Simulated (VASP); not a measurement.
# ZrGa3As4 (Pm-3m) in VASP: further runs

The runs below take ZrGa3As4 through single point, relaxation of cell and atoms, with PBE.

Program: VASP 6.6.1. These are calculated values, not measurements. Logs are shortened: lines on timing, memory, paths and dates and some standing lists are left out, and cuts for length are marked.

**1. The cell of the first run**

It takes space group Pm-3m (No. 221, cubic). The conventional cell has a = 5.228 Å, b = 5.228 Å, c = 5.228 Å, α = 90.00°, β = 90.00°, γ = 90.00°. Zr (site symmetry m-3m) has 6 As at 2.61 Å within 3.4 Å. Within 3.4 Å of Ga (site symmetry 4/mmm) lie 6 As at 2.61 Å. Within 3.4 Å of As (site symmetry 4/mmm) lie 2 Zr at 2.61 Å and 4 Ga at 2.61 Å. Within 3.4 Å of As (site symmetry m-3m) lie 6 Ga at 2.61 Å.

**2. Single point, PBE**

Contents of INCAR:

```
  PREC = Accurate
  ENCUT = 520
  EDIFF = 1E-7
  ISMEAR = 0
  SIGMA = 0.1
  LREAL = F
  LASPH = T
  NELM = 100
  ALGO = Normal
  ISIF = 2
  LWAVE = F
  LCHARG = F
  GGA = PE
  NBANDS = 46
```

Contents of KPOINTS:

```
regular mesh
0
Gamma
  4 4 4
```

Contents of POSCAR:

```
ZrGa3As4
1.0
    5.2275000000      0.0000000000      0.0000000000
    0.0000000000      5.2275000000      0.0000000000
    0.0000000000      0.0000000000      5.2275000000
Zr Ga As
1 3 4
Direct
    0.5000000000      0.5000000000      0.5000000000
    0.5000000000      0.0000000000      0.0000000000
    0.0000000000      0.5000000000      0.0000000000
    0.0000000000      0.0000000000      0.5000000000
    0.0000000000      0.5000000000      0.5000000000
    0.5000000000      0.0000000000      0.5000000000
    0.5000000000      0.5000000000      0.0000000000
    0.0000000000      0.0000000000      0.0000000000
```

Potentials or basis: VASP PAW PBE potentials, release 64 (Zr_sv, Ga_d, As).

Started as:

```
> cat potpaw_PBE.64/Zr_sv/POTCAR potpaw_PBE.64/Ga_d/POTCAR potpaw_PBE.64/As/POTCAR > POTCAR
> mpirun -np 1 vasp_std > vasp.out
```

OUTCAR:

```text
PREC = Accurate
   ENCUT = 520
   EDIFF = 1E-7
   ISMEAR = 0
   LREAL = F
   LASPH = T
   NELM = 100
   ISIF = 2
   GGA = PE

 ion  position               nearest neighbor table
   1  0.500  0.500  0.500-   5 2.61   6 2.61   7 2.61   7 2.61   6 2.61   5 2.61
   2  0.500  0.000  0.000-   6 2.61   7 2.61   8 2.61   6 2.61   7 2.61   8 2.61
   3  0.000  0.500  0.000-   5 2.61   7 2.61   8 2.61   5 2.61   8 2.61   7 2.61
   4  0.000  0.000  0.500-   5 2.61   6 2.61   8 2.61   8 2.61   5 2.61   6 2.61
   5  0.000  0.500  0.500-   1 2.61   3 2.61   4 2.61   3 2.61   4 2.61   1 2.61
   6  0.500  0.000  0.500-   1 2.61   2 2.61   4 2.61   2 2.61   1 2.61   4 2.61
   7  0.500  0.500  0.000-   1 2.61   2 2.61   3 2.61   1 2.61   2 2.61   3 2.61
   8  0.000  0.000  0.000-   2 2.61   3 2.61   4 2.61   4 2.61   3 2.61   2 2.61

  LATTYP: Found a simple cubic cell.
 ALAT       =     5.2275000000

  Lattice vectors:

 A1 = (   5.2275000000,   0.0000000000,   0.0000000000)
 A2 = (   0.0000000000,   5.2275000000,   0.0000000000)
 A3 = (   0.0000000000,   0.0000000000,   5.2275000000)

Analysis of symmetry for initial positions (statically):
=====================================================================
 Subroutine PRICEL returns:
 Original cell was already a primitive cell.

 Routine SETGRP: Setting up the symmetry group for a
 simple cubic supercell.

 Subroutine GETGRP returns: Found 48 space group operations
 (whereof 48 operations were pure point group operations)
 out of a pool of 48 trial point group operations.

The static configuration has the point symmetry O_h .

Analysis of symmetry for dynamics (positions and initial velocities):
=====================================================================
 Subroutine PRICEL returns:
 Original cell was already a primitive cell.

 Routine SETGRP: Setting up the symmetry group for a
 simple cubic supercell.

 Subroutine GETGRP returns: Found 48 space group operations
 (whereof 48 operations were pure point group operations)
 out of a pool of 48 trial point group operations.

The dynamic configuration has the point symmetry O_h .

 Subroutine INISYM returns: Found 48 space group operations
 (whereof 48 operations are pure point group operations),
 and found     1 'primitive' translations

----------------------------------------------------------------------------------------

                                     Primitive cell

  volume of cell :     142.8506

  direct lattice vectors                    reciprocal lattice vectors
     5.227500000  0.000000000  0.000000000     0.191296031  0.000000000  0.000000000
     0.000000000  5.227500000  0.000000000     0.000000000  0.191296031  0.000000000
     0.000000000  0.000000000  5.227500000     0.000000000  0.000000000  0.191296031

  length of vectors
     5.227500000  5.227500000  5.227500000     0.191296031  0.191296031  0.191296031

  position of ions in fractional coordinates (direct lattice)
     0.500000000  0.500000000  0.500000000
     0.500000000  0.000000000  0.000000000
     0.000000000  0.500000000  0.000000000
     0.000000000  0.000000000  0.500000000
     0.000000000  0.500000000  0.500000000
     0.500000000  0.000000000  0.500000000
     0.500000000  0.500000000  0.000000000
     0.000000000  0.000000000  0.000000000

  ion indices of the primitive-cell ions
   primitive index   ion index
                 1           1
                 2           2
                 3           3
                 4           4
                 5           5
                 6           6
                 7           7
                 8           8

----------------------------------------------------------------------------------------

 KPOINTS: regular mesh

Automatic generation of k-mesh.
 Grid dimensions read from file:
 generate k-points for:    4    4    4

 Generating k-lattice:

  Cartesian coordinates                     Fractional coordinates (reciprocal lattice)
     0.047824008  0.000000000  0.000000000     0.250000000  0.000000000  0.000000000
     0.000000000  0.047824008  0.000000000     0.000000000  0.250000000  0.000000000
     0.000000000  0.000000000  0.047824008     0.000000000  0.000000000  0.250000000

  Length of vectors
     0.047824008  0.047824008  0.047824008

  Shift w.r.t. Gamma in fractional coordinates (k-lattice)
     0.000000000  0.000000000  0.000000000

 Subroutine IBZKPT returns following result:
 ===========================================

 Found     10 irreducible k-points:

 Following reciprocal coordinates:
            Coordinates               Weight
  0.000000  0.000000  0.000000      1.000000
  0.250000  0.000000  0.000000      6.000000
  0.500000  0.000000  0.000000      3.000000
  0.250000  0.250000  0.000000     12.000000
  0.500000  0.250000  0.000000     12.000000
  0.500000  0.500000  0.000000      3.000000
  0.250000  0.250000  0.250000      8.000000
  0.500000  0.250000  0.250000     12.000000
  0.500000  0.500000  0.250000      6.000000
  0.500000  0.500000  0.500000      1.000000
   k-points           NKPTS =     10   k-points in BZ     NKDIM =     10   number of bands    NBANDS=     46
   number of dos      NEDOS =    301   number of ions     NIONS =      8
   total plane-waves  NPLWV =  64000
   dimension x,y,z NGX =    40 NGY =   40 NGZ =   40
   dimension x,y,z NGXF=    80 NGYF=   80 NGZF=   80
   ions per type =               1   3   4
   NGX,Y,Z   is equivalent  to a cutoff of  12.72, 12.72, 12.72 a.u.
   NGXF,Y,Z  is equivalent  to a cutoff of  25.44, 25.44, 25.44 a.u.
 SYSTEM =  unknown system
   PREC   = accura    normal or accurate (medium, high low for compatibility)
   ISTART =      0    job   : 0-new  1-cont  2-samecut
   ICHARG =      2    charge: 1-file 2-atom 10-const
   ISPIN  =      1    spin polarized calculation?
   LNONCOLLINEAR =      F non collinear calculations
   LSORBIT =      F    spin-orbit coupling
   LASPH  =      T    aspherical Exc in radial PAW
   ENCUT  =  520.0 eV  38.22 Ry    6.18 a.u.   9.72  9.72  9.72*2*pi/ulx,y,z
   NELM   =    100;   NELMIN=  2; NELMDL= -5     # of ELM steps
   EDIFF  = 0.1E-06   stopping-criterion for ELM
   LREAL  =      F    real-space projection
   EDIFFG = 0.1E-05   stopping-criterion for IOM
   NSW    =      0    number of steps for IOM
   IBRION =     -1    ionic relax: 0-MD 1-quasi-New 2-CG
   NFREE  =      0    steps in history (QN), initial steepest desc. (CG)
   ISIF   =      2    stress and relaxation
   ISYM   =      2    0-nonsym 1-usesym 2-fastsym
   POTIM  = 0.5000    time-step for ionic-motion
   TEBEG  =    0.0;   TEEND  =   0.0 temperature during run
   PSTRESS=    0.0 pullay stress
   NELECT =      71.0000    total number of electrons
   NUPDOWN=      -1.0000    fix difference up-down
   EMIN   =  10.00;   EMAX   =-10.00  energy-range for DOS
   EFERMI =   0.00;   METHOD = LEGACY
   ISMEAR =     0;   SIGMA  =   0.10  broadening in eV -4-tet -1-fermi 0-gaus
   EFERMI_NEDOS =   21; number of points for ismear=-14 and -15
   IALGO  =     38    algorithm
   IMIX   =      4    mixing-type and parameters
     AMIX     =   0.40;   BMIX     =  1.00
     AMIX_MAG =   1.60;   BMIX_MAG =  1.00
  volume/ion in A,a.u.               =      17.86       120.50
  Fermi-wavevector in a.u.,A,eV,Ry     =   1.296782  2.450562 22.880142  1.681643
  Thomas-Fermi vector in A             =   2.428216
   LORBIT       =      0    0 simple, 1 ext, 2 COOP (PROOUT), +10 PAW based schemes
   GGA     = PE    functional components
   LHFCALC =     F    Hartree Fock is set to
   AEXX    =    0.0000 exact exchange contribution
   IVDW    =     0    specifies the selected vdW correction
   LEPSILON=     F    determine dielectric tensor
   LRPA    =     F    only Hartree local field effects (RPA)
 non-spin polarized calculation
 Gauss-broadening in eV      SIGMA  =   0.10
  energy-cutoff  :      520.00
  volume of cell :      142.85
 maximum number of plane-waves:      3887
 NGX is ok and might be reduce to    40
   NGX = 19   NGY = 19   NGZ = 19

 number of electron      70.9999961 magnetization

 Free energy of the ion-electron system (eV)
  ---------------------------------------------------
  ext. energy  EPLUGINS =         0.00000000
  ---------------------------------------------------
  free energy    TOTEN  =       -36.99688112 eV

  energy without entropy =      -36.96732260  energy(sigma->0) =      -36.98210186

 E-fermi :   7.0243     XC(G=0): -11.1794

 val. band max:        7.0229074368   @ k =   0.2500   0.0000   0.0000
 cond. band min:       7.0558055979   @ k =   0.5000   0.5000   0.0000
 fundamental gap:      0.0328981611
 Fermi energy:         7.0243372991

 k-point     1 :       0.0000    0.0000    0.0000
  band No.  band energies     occupation
      1     -41.9708      2.00000
      2     -20.1124      2.00000
      3     -20.1124      2.00000
      4     -20.1124      2.00000
      5      -8.0570      2.00000
      6      -7.9980      2.00000
[... 38 lines left out ...]
     45      12.2431      0.00000
     46      12.2431      0.00000

 k-point     2 :       0.2500    0.0000    0.0000
  band No.  band energies     occupation
      1     -41.9709      2.00000
      2     -20.1163      2.00000
      3     -20.1120      2.00000
      4     -20.1120      2.00000
      5      -8.0254      2.00000
      6      -7.9805      2.00000
[... 38 lines left out ...]
     45      12.6326      0.00000
     46      13.2213      0.00000

 k-point     3 :       0.5000    0.0000    0.0000
  band No.  band energies     occupation
      1     -41.9710      2.00000
      2     -20.1203      2.00000
      3     -20.1116      2.00000
      4     -20.1116      2.00000
      5      -7.9963      2.00000
      6      -7.9383      2.00000
[... 38 lines left out ...]
     45      11.7229      0.00000
     46      12.9453      0.00000

 k-point     4 :       0.2500    0.2500    0.0000
  band No.  band energies     occupation
      1     -41.9710      2.00000
      2     -20.1160      2.00000
      3     -20.1158      2.00000
      4     -20.1116      2.00000
      5      -7.9931      2.00000
      6      -7.9605      2.00000
[... 38 lines left out ...]
     45      12.5170      0.00000
     46      12.8530      0.00000

 k-point     5 :       0.5000    0.2500    0.0000
  band No.  band energies     occupation
      1     -41.9711      2.00000
      2     -20.1198      2.00000
      3     -20.1155      2.00000
      4     -20.1113      2.00000
      5      -7.9635      2.00000
      6      -7.9198      2.00000
[... 38 lines left out ...]
     45      12.2776      0.00000
     46      12.7322      0.00000

 k-point     6 :       0.5000    0.5000    0.0000
  band No.  band energies     occupation
      1     -41.9712      2.00000
      2     -20.1193      2.00000
      3     -20.1193      2.00000
      4     -20.1109      2.00000
      5      -7.9114      2.00000
      6      -7.9114      2.00000
[... 38 lines left out ...]
     45      11.4508      0.00000
     46      12.3469      0.00000

 k-point     7 :       0.2500    0.2500    0.2500
  band No.  band energies     occupation
      1     -41.9711      2.00000
      2     -20.1156      2.00000
      3     -20.1154      2.00000
      4     -20.1154      2.00000
      5      -7.9623      2.00000
      6      -7.9372      2.00000
[... 38 lines left out ...]
     45      12.3910      0.00000
     46      12.5638      0.00000

 k-point     8 :       0.5000    0.2500    0.2500
  band No.  band energies     occupation
      1     -41.9712      2.00000
      2     -20.1193      2.00000
      3     -20.1151      2.00000
      4     -20.1150      2.00000
      5      -7.9358      2.00000
      6      -7.9072      2.00000
[... 38 lines left out ...]
     45      11.6308      0.00000
     46      12.4490      0.00000

 k-point     9 :       0.5000    0.5000    0.2500
  band No.  band energies     occupation
      1     -41.9714      2.00000
      2     -20.1188      2.00000
      3     -20.1188      2.00000
      4     -20.1146      2.00000
      5      -7.8978      2.00000
      6      -7.8978      2.00000
[... 38 lines left out ...]
     45      11.4206      0.00000
     46      11.4207      0.00000

 k-point    10 :       0.5000    0.5000    0.5000
  band No.  band energies     occupation
      1     -41.9715      2.00000
      2     -20.1183      2.00000
      3     -20.1183      2.00000
      4     -20.1183      2.00000
      5      -7.8864      2.00000
      6      -7.8864      2.00000
[... 38 lines left out ...]
     45       9.8515      0.00000
     46      10.0022      0.00000

------------------------ aborting loop because EDIFF is reached ----------------------------------------

  FORCE on cell =-STRESS in cart. coord.  units (eV):
  Direction    XX          YY          ZZ          XY          YZ          ZX
  --------------------------------------------------------------------------------------
  -------------------------------------------------------------------------------------
  Total       13.0981753     13.0981753     13.0981753      0.0000000     -0.0000000      0.0000000
  in kB      146.9059060    146.9059060    146.9059060      0.0000000     -0.0000000      0.0000000
  external PRESSURE =     146.9059060 kB  Pullay stress =       0.0000000 kB

 VOLUME and BASIS-vectors are now :
 -----------------------------------------------------------------------------
  energy-cutoff  :      520.00
  volume of cell :      142.85
      direct lattice vectors                 reciprocal lattice vectors
     5.227500000  0.000000000  0.000000000     0.191296031  0.000000000  0.000000000
     0.000000000  5.227500000  0.000000000     0.000000000  0.191296031  0.000000000
     0.000000000  0.000000000  5.227500000     0.000000000  0.000000000  0.191296031

 POSITION                                       TOTAL-FORCE (eV/Angst)
 -----------------------------------------------------------------------------------
      2.61375      2.61375      2.61375         0.000000      0.000000      0.000000
      2.61375      0.00000      0.00000         0.000000      0.000000      0.000000
      0.00000      2.61375      0.00000         0.000000      0.000000      0.000000
      0.00000      0.00000      2.61375         0.000000      0.000000      0.000000
      0.00000      2.61375      2.61375         0.000000      0.000000      0.000000
      2.61375      0.00000      2.61375         0.000000      0.000000      0.000000
      2.61375      2.61375      0.00000         0.000000      0.000000      0.000000
      0.00000      0.00000      0.00000         0.000000      0.000000      0.000000
 -----------------------------------------------------------------------------------
    total drift:                               -0.000000      0.000000     -0.000000

  FREE ENERGIE OF THE ION-ELECTRON SYSTEM (eV)
  ---------------------------------------------------
  free  energy   TOTEN  =       -36.9968811190 eV

  energy  without entropy=      -36.9673225999  energy(sigma->0) =      -36.98210186
```

Wall time 65 s (1 thread of Intel Xeon 6975P-C (Granite Rapids), shared host); peak memory 0.25 GiB.

Results:

| Property | Result |
| --- | --- |
| Free energy | -36.9969 eV |
| Pressure | 14.7 GPa |
| Band gap on the k mesh | zero (an odd number of electrons rules out a gap without spin polarisation) |

Caveat: the cell stands under pressure; an odd number of electrons without spin polarisation forces a metal; a magnetic or distorted state may lie lower.

**3. Single point, PBE**

This run uses another cell than the first one, of 20.49 Å³/atom.

Contents of INCAR:

```
SYSTEM = ZrGa3As4
  PREC = Accurate
  ENCUT = 520
  EDIFF = 1E-7
  ISMEAR = 0
  SIGMA = 0.1
  LREAL = .FALSE.
  LASPH = .TRUE.
  NELM = 100
  ALGO = Normal
  ISIF = 2
  LWAVE = .FALSE.
  LCHARG = .FALSE.
  GGA = PE
  NBANDS = 46
```

Contents of KPOINTS:

```
regular mesh
0
G
  4 4 4
  0 0 0
```

POSCAR: that of step 2 with these lines changed.

```diff
@@ -2,5 +2,5 @@
 1.0
-    5.2275000000      0.0000000000      0.0000000000
-    0.0000000000      5.2275000000      0.0000000000
-    0.0000000000      0.0000000000      5.2275000000
+    5.4725279055      0.0000000000      0.0000000000
+    0.0000000000      5.4725279055      0.0000000000
+    0.0000000000      0.0000000000      5.4725279055
 Zr Ga As
```

Potentials or basis: VASP PAW PBE potentials, release 64 (Zr_sv, Ga_d, As).

Started as:

```
> cat potpaw_PBE.64/Zr_sv/POTCAR potpaw_PBE.64/Ga_d/POTCAR potpaw_PBE.64/As/POTCAR > POTCAR
> mpirun -np 1 vasp_std > vasp.out
```

OUTCAR:

```text
SYSTEM = ZrGa3As4
   PREC = Accurate
   ENCUT = 520
   EDIFF = 1E-7
   ISMEAR = 0
   LREAL = .FALSE.
   LASPH = .TRUE.
   NELM = 100
   ISIF = 2
   GGA = PE

 ion  position               nearest neighbor table
   1  0.500  0.500  0.500-   5 2.74   6 2.74   7 2.74   7 2.74   6 2.74   5 2.74
   2  0.500  0.000  0.000-   6 2.74   7 2.74   8 2.74   6 2.74   7 2.74   8 2.74
   3  0.000  0.500  0.000-   5 2.74   7 2.74   8 2.74   5 2.74   8 2.74   7 2.74
   4  0.000  0.000  0.500-   5 2.74   6 2.74   8 2.74   8 2.74   5 2.74   6 2.74
   5  0.000  0.500  0.500-   1 2.74   3 2.74   4 2.74   3 2.74   4 2.74   1 2.74
   6  0.500  0.000  0.500-   1 2.74   2 2.74   4 2.74   2 2.74   1 2.74   4 2.74
   7  0.500  0.500  0.000-   1 2.74   2 2.74   3 2.74   1 2.74   2 2.74   3 2.74
[... 688 lines left out ...]
  external PRESSURE =       0.8360652 kB  Pullay stress =       0.0000000 kB

 VOLUME and BASIS-vectors are now :
 -----------------------------------------------------------------------------
  energy-cutoff  :      520.00
  volume of cell :      163.89
      direct lattice vectors                 reciprocal lattice vectors
     5.472527905  0.000000000  0.000000000     0.182730909  0.000000000  0.000000000
     0.000000000  5.472527905  0.000000000     0.000000000  0.182730909  0.000000000
     0.000000000  0.000000000  5.472527905     0.000000000  0.000000000  0.182730909

 POSITION                                       TOTAL-FORCE (eV/Angst)
 -----------------------------------------------------------------------------------
      2.73626      2.73626      2.73626         0.000000      0.000000      0.000000
      2.73626      0.00000      0.00000         0.000000      0.000000      0.000000
      0.00000      2.73626      0.00000         0.000000      0.000000      0.000000
      0.00000      0.00000      2.73626         0.000000      0.000000      0.000000
      0.00000      2.73626      2.73626         0.000000      0.000000      0.000000
      2.73626      0.00000      2.73626         0.000000      0.000000      0.000000
      2.73626      2.73626      0.00000         0.000000      0.000000      0.000000
      0.00000      0.00000      0.00000         0.000000      0.000000      0.000000
 -----------------------------------------------------------------------------------
    total drift:                                0.000000      0.000000     -0.000000

  FREE ENERGIE OF THE ION-ELECTRON SYSTEM (eV)
  ---------------------------------------------------
  free  energy   TOTEN  =       -37.8596677300 eV

  energy  without entropy=      -37.8392338066  energy(sigma->0) =      -37.84945077
```

stdout:

```text
POSCAR found type information on POSCAR ZrGaAs
 POSCAR found :  3 types and       8 ions
 scaLAPACK will be used
 LDA part: xc-table for (Slater+PW92), standard interpolation
 POSCAR, INCAR and KPOINTS ok, starting setup
 FFT: planning ... GRIDC
 FFT: planning ... GRID_SOFT
 FFT: planning ... GRID
 WAVECAR not read
 entering main loop
```

Run time: 64 s. Hardware: 1 thread of Intel Xeon 6975P-C (Granite Rapids), shared host; peak memory 0.28 GiB.

What came out:

```
Free energy            : -37.8597 eV
Pressure               : 0.1 GPa
Band gap on the k mesh : zero (an odd number of electrons rules out a gap without spin polarisation)
```

Caveat: an odd number of electrons without spin polarisation forces a metal; a magnetic or distorted state may lie lower.

(Continued in part 2 of 2.)

The gap in the log of VASP goes by the Fermi energy; the results here count the filled bands.